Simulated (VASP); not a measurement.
Here is a VASP 6.6.1 calculation.

INCAR

```
ALGO = Normal
EDIFF = 1E-6
ENCUT = 520
GGA = PE
ISIF = 2
ISMEAR = 0
LASPH = T
LCHARG = F
LREAL = F
LWAVE = F
NBANDS = 40
NELM = 100
PREC = Accurate
SIGMA = 0.1269
```

The input KPOINTS:

```
k-points
0
Gamma
  4 4 4
```

The input POSCAR:

```
K4Ti2Be
1.0
    2.8010070000      4.8514860000      0.0000000000
   -2.8010070000      4.8514860000      0.0000000000
    0.0000000000     -3.2343210000      8.4808770000
Be K Ti
1 4 2
Direct
    0.0000000000      0.0000000000      0.0000000000
    0.3761500000      0.3761500000      0.1284500000
    0.6238500000      0.6238500000      0.8715500000
    0.2083300000      0.2083300000      0.6249900000
    0.7916700000      0.7916700000      0.3750100000
    0.0798500000      0.0798500000      0.2395500000
    0.9201500000      0.9201500000      0.7604500000
```

Potentials or basis: VASP PAW PBE potentials, release 64 (Be, K_sv, Ti_sv).

Command:

```sh
$ cat potpaw_PBE.64/Be/POTCAR potpaw_PBE.64/K_sv/POTCAR potpaw_PBE.64/Ti_sv/POTCAR > POTCAR
$ mpirun -np 1 vasp_std > vasp.out
```

Estimate the pressure.

5.9 GPa.

Estimate the largest force.

1.599 eV/Å.

What does it give for the band gap on the k mesh?

Zero (bands 31 and 32 overlap by 0.19 eV).

Stress tensor (GPa, compression positive):
```
4.69 0.00 0.00
0.00 4.69 0.00
0.00 0.00 8.37
```

Caveat: the cell stands under pressure; forces of over 1 eV/Å act on the atoms, so gaps and moduli don't describe the material at rest.
